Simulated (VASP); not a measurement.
A run of VASP 6.6.1 is set up as follows.

The input INCAR:

```
SYSTEM = AlN
PREC = Accurate
ENCUT = 520
EDIFF = 1E-6
ISMEAR = 0
SIGMA = 0.05
LREAL = .False.
LASPH = .True.
NELM = 100
ALGO = Normal
ISIF = 2
LWAVE = .False.
LCHARG = .False.
GGA = PE
NBANDS = 16
```

The input KPOINTS:

```
Automatic mesh
0
Gamma
  12 12 6
  0 0 0
```

The input POSCAR:

```
AlN
1.0
    3.1110021516      0.0000000000      0.0000000000
   -1.5555010758      2.6942068945      0.0000000000
    0.0000000000      0.0000000000      4.9780000000
Al N
2 2
Direct
    0.3333333333      0.6666666667      0.0000000000
    0.6666666667      0.3333333333      0.5000000000
    0.3333333333      0.6666666667      0.3850000000
    0.6666666667      0.3333333333      0.8850000000
```

Potentials or basis: VASP PAW PBE potentials, release 64 (Al, N).

Command:

```sh
$ cat potpaw_PBE.64/Al/POTCAR potpaw_PBE.64/N/POTCAR > POTCAR
$ mpirun -np 1 vasp_std > vasp.out
```

Q: Predict the largest force.

A: 0.181 eV/Å.

Q: What does it give for the pressure?

A: 3.8 GPa.

Stress tensor (GPa, compression positive):
```
4.40 0.00 0.00
0.00 4.40 0.00
0.00 0.00 2.59
```
